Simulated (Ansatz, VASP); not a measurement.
# TaF3: VASP beside Ansatz

```xyz
4
Lattice="4.1489 0.0000 0.0000 0.0000 4.1489 0.0000 0.0000 0.0000 4.1489" Properties=species:S:1:pos:R:3 pbc="T T T"
Ta    0.0000    0.0000    0.0000
F     2.0745    0.0000    0.0000
F     0.0000    2.0745    0.0000
F     0.0000    0.0000    2.0745
```

Alike in both runs: task single point; functional r2SCAN; dispersion rVV10; k mesh 6 × 6 × 6; occupations gaussian, width 0.05 eV; collinear spin.

```csv
,VASP,Ansatz
version,VASP 6.6.1,Ansatz 0.2.0
potentials or method,"VASP PAW PBE potentials, release 64 (Ta_pv, F), cutoff 660 eV","scalar-relativistic, plane waves, PAW"
valence electrons in the cell,32,34
```

Ansatz gave:

- gap on the k mesh at the Fermi level (eV): none
- pressure (GPa): -2.1
- net moment per atom (μB): 0.50
- size of the moment on the site where the two differ most (μB): 0.90

Estimate VASP's values.

gap on the k mesh at the Fermi level (eV): none; pressure (GPa): -1.9; net moment per atom (μB): 0.50; size of the moment on the site where the two differ most (μB): 1.57.

VASP's potentials were made for PBE, not for r2SCAN. Site moments also hang on the region over which each program counts them. A gap of «none» marks a metal or a gap that the smearing closes. VASP's potentials hold 32 valence electrons a cell and Ansatz's 34, so a difference there can come from the potentials and not from the codes. Ansatz's warnings: stability check not made.

Neither program's run includes spin-orbit coupling.
